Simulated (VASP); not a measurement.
# AlN (P6_3mc) in VASP: single point with PBE

Aim: the single point of AlN with PBE.

Everything below comes from runs of VASP 6.6.1. Logs are shortened: lines on timing, memory, paths and dates and some standing lists are left out, and cuts for length are marked.

**1. The cell of the first run**

Symmetry: P6_3mc, No. 186, hexagonal system. Conventional cell: a = 3.103 Å, b = 3.103 Å, c = 4.972 Å, α = 90.00°, β = 90.00°, γ = 120.00°. Al (site symmetry 3m) has 4 N at 1.89 to 1.90 Å within 2.5 Å. Within 2.5 Å of N (site symmetry 3m) lie 4 Al at 1.89 to 1.90 Å.

**2. Single point, PBE**

Contents of INCAR:

```
PREC     = Accurate       # precision mode
ENCUT    = 600            # plane-wave cutoff, eV
EDIFF    = 1E-6           # SCF threshold, eV
ISMEAR   = 0              # smearing method
SIGMA    = 0.02           # smearing width, eV
LREAL    = False          # projectors in reciprocal space
LASPH    = True           # aspherical terms in the spheres
NELM     = 120            # most SCF steps
ALGO     = Normal         # electronic algorithm
ISIF     = 2              # what is computed and relaxed
LWAVE    = False          # write WAVECAR
LCHARG   = True           # write CHGCAR
GGA      = PE             # functional
LELF     = True           # ELF
LVHAR    = True         
NBANDS   = 16             # bands
GGA_COMPAT= False
```

Contents of KPOINTS:

```
regular mesh
0
Gamma
  9 9 6
```

Contents of POSCAR:

```
AlN
1.0
    3.1032086864      0.0000000000      0.0000000000
   -1.5516043432      2.6874575557      0.0000000000
    0.0000000000      0.0000000000      4.9717104416
Al N
2 2
Direct
    0.3333333333      0.6666666667     -0.0023460806
    0.6666666667      0.3333333333      0.4976539194
    0.3333333333      0.6666666667      0.3793460806
    0.6666666667      0.3333333333      0.8793460806
```

Potentials or basis: VASP PAW PBE potentials, release 64 (Al, N).

The run is started by

```bash
$ cat potpaw_PBE.64/Al/POTCAR potpaw_PBE.64/N/POTCAR > POTCAR
$ mpirun -np 1 vasp_std > vasp.out
```

OUTCAR:

```text
PREC = Accurate
   ENCUT = 600
   EDIFF = 1E-6
   ISMEAR = 0
   LREAL = False
   LASPH = True
   NELM = 120
   ISIF = 2
   GGA = PE

 ion  position               nearest neighbor table
   1  0.333  0.667  0.998-   4 1.89   4 1.89   4 1.89   3 1.90   2 3.06   2 3.06   2 3.06   2 3.06
                             2 3.06   2 3.06
   2  0.667  0.333  0.498-   3 1.89   3 1.89   3 1.89   4 1.90   1 3.06   1 3.06   1 3.06   1 3.06
                             1 3.06   1 3.06
   3  0.333  0.667  0.379-   2 1.89   2 1.89   2 1.89   1 1.90
   4  0.667  0.333  0.879-   1 1.89   1 1.89   1 1.89   2 1.90

  LATTYP: Found a hexagonal cell.
 ALAT       =     3.1032086864
 C/A-ratio  =     1.6021192720

  Lattice vectors:

 A1 = (   3.1032086864,   0.0000000000,   0.0000000000)
 A2 = (  -1.5516043432,   2.6874575557,   0.0000000000)
 A3 = (   0.0000000000,   0.0000000000,   4.9717104416)

Analysis of symmetry for initial positions (statically):
=====================================================================
 Subroutine PRICEL returns:
 Original cell was already a primitive cell.

 Routine SETGRP: Setting up the symmetry group for a
 hexagonal supercell.

 Subroutine GETGRP returns: Found 12 space group operations
 (whereof  6 operations were pure point group operations)
 out of a pool of 24 trial point group operations.

The static configuration has the point symmetry C_3v.
 The point group associated with its full space group is C_6v.

Analysis of symmetry for dynamics (positions and initial velocities):
=====================================================================
 Subroutine PRICEL returns:
 Original cell was already a primitive cell.

 Routine SETGRP: Setting up the symmetry group for a
 hexagonal supercell.

 Subroutine GETGRP returns: Found 12 space group operations
 (whereof  6 operations were pure point group operations)
 out of a pool of 24 trial point group operations.

The dynamic configuration has the point symmetry C_3v.
 The point group associated with its full space group is C_6v.

 Subroutine INISYM returns: Found 12 space group operations
 (whereof  6 operations are pure point group operations),
 and found     1 'primitive' translations

----------------------------------------------------------------------------------------

                                     Primitive cell
[... 95 lines left out ...]
   EDIFF  = 0.1E-05   stopping-criterion for ELM
   LREAL  =      F    real-space projection
   EDIFFG = 0.1E-04   stopping-criterion for IOM
   NSW    =      0    number of steps for IOM
   IBRION =     -1    ionic relax: 0-MD 1-quasi-New 2-CG
   NFREE  =      0    steps in history (QN), initial steepest desc. (CG)
   ISIF   =      2    stress and relaxation
   ISYM   =      2    0-nonsym 1-usesym 2-fastsym
   POTIM  = 0.5000    time-step for ionic-motion
   TEBEG  =    0.0;   TEEND  =   0.0 temperature during run
   PSTRESS=    0.0 pullay stress
   NELECT =      16.0000    total number of electrons
   NUPDOWN=      -1.0000    fix difference up-down
   EMIN   =  10.00;   EMAX   =-10.00  energy-range for DOS
   EFERMI =   0.00;   METHOD = LEGACY
   ISMEAR =     0;   SIGMA  =   0.02  broadening in eV -4-tet -1-fermi 0-gaus
   EFERMI_NEDOS =   21; number of points for ismear=-14 and -15
   IALGO  =     38    algorithm
   IMIX   =      4    mixing-type and parameters
     AMIX     =   0.40;   BMIX     =  1.00
     AMIX_MAG =   1.60;   BMIX_MAG =  1.00
  volume/ion in A,a.u.               =      10.37        69.95
  Fermi-wavevector in a.u.,A,eV,Ry     =   1.191869  2.252307 19.327794  1.420553
  Thomas-Fermi vector in A             =   2.327921
   LORBIT       =      0    0 simple, 1 ext, 2 COOP (PROOUT), +10 PAW based schemes
   GGA     = PE    functional components
   LHFCALC =     F    Hartree Fock is set to
   AEXX    =    0.0000 exact exchange contribution
   IVDW    =     0    specifies the selected vdW correction
   LEPSILON=     F    determine dielectric tensor
   LRPA    =     F    only Hartree local field effects (RPA)
 non-spin polarized calculation
 Gauss-broadening in eV      SIGMA  =   0.02
  energy-cutoff  :      600.00
  volume of cell :       41.46
 maximum number of plane-waves:      1404
 NGX is ok and might be reduce to    28
   NGX = 13   NGY = 13   NGZ = 19

 number of electron      16.0000000 magnetization

 Free energy of the ion-electron system (eV)
  ---------------------------------------------------
  ext. energy  EPLUGINS =         0.00000000
  ---------------------------------------------------
  free energy    TOTEN  =       -29.76634097 eV

  energy without entropy =      -29.76634097  energy(sigma->0) =      -29.76634097

 E-fermi :   6.3951     XC(G=0): -10.9426

 val. band max:        6.2230498050   @ k =   0.0000   0.0000   0.0000
 cond. band min:      10.4967452122   @ k =   0.0000   0.0000   0.0000
 fundamental gap:      4.2736954072
 Fermi energy:         6.3951475133

 k-point     1 :       0.0000    0.0000    0.0000
  band No.  band energies     occupation
      1      -9.0088      2.00000
      2      -6.8419      2.00000
      3       0.1960      2.00000
      4       5.3579      2.00000
      5       5.3579      2.00000
      6       6.0084      2.00000
[... 433 lines left out ...]
      3       1.4899      2.00000
      4       2.0357      2.00000
      5       2.0357      2.00000
      6       3.5114      2.00000
[... 8 lines left out ...]
     15      19.3402      0.00000
     16      21.4116      0.00000

 [... further k-points ...]

------------------------ aborting loop because EDIFF is reached ----------------------------------------

  FORCE on cell =-STRESS in cart. coord.  units (eV):
  Direction    XX          YY          ZZ          XY          YZ          ZX
  --------------------------------------------------------------------------------------
  -------------------------------------------------------------------------------------
  Total        1.3200105      1.3200105      1.2766861      0.0000000     -0.0000000      0.0000000
  in kB       51.0069730     51.0069730     49.3328597      0.0000000     -0.0000000      0.0000000
  external PRESSURE =      50.4489352 kB  Pullay stress =       0.0000000 kB

 VOLUME and BASIS-vectors are now :
 -----------------------------------------------------------------------------
  energy-cutoff  :      600.00
  volume of cell :       41.46
      direct lattice vectors                 reciprocal lattice vectors
     3.103208686  0.000000000  0.000000000     0.322247100  0.186049450  0.000000000
    -1.551604343  2.687457556  0.000000000     0.000000000  0.372098900  0.000000000
     0.000000000  0.000000000  4.971710442     0.000000000  0.000000000  0.201138021

 POSITION                                       TOTAL-FORCE (eV/Angst)
 -----------------------------------------------------------------------------------
     -0.00000      1.79164      4.96005        -0.000000     -0.000000     -0.007113
      1.55160      0.89582      2.47419        -0.000000      0.000000     -0.007113
     -0.00000      1.79164      1.88600         0.000000      0.000000      0.007113
      1.55160      0.89582      4.37185        -0.000000     -0.000000      0.007113
 -----------------------------------------------------------------------------------
    total drift:                               -0.000000      0.000000     -0.000694

  FREE ENERGIE OF THE ION-ELECTRON SYSTEM (eV)
  ---------------------------------------------------
  free  energy   TOTEN  =       -29.7663409666 eV

  energy  without entropy=      -29.7663409666  energy(sigma->0) =      -29.76634097
```

stdout:

```text
POSCAR found type information on POSCAR AlN
 POSCAR found :  2 types and       4 ions
 scaLAPACK will be used
 LDA part: xc-table for (Slater+PW92), standard interpolation
 POSCAR, INCAR and KPOINTS ok, starting setup
 FFT: planning ... GRIDC
 FFT: planning ... GRID_SOFT
 FFT: planning ... GRID
 WAVECAR not read
 entering main loop
```

It took 37 s on 1 thread of Intel Xeon 8259CL, shared host; peak memory 0.19 GiB.

Results:

* Free energy: -29.7663 eV
* Pressure: 5.0 GPa
* Largest force: 0.007 eV/Å
* Band gap on the k mesh: 4.27 eV

Forces in eV/Å, atoms in the order of the input:
```
Al   0.000  0.000 -0.007
Al   0.000  0.000 -0.007
N    0.000  0.000  0.007
N    0.000  0.000  0.007
```

Caveat: the cell stands under pressure.
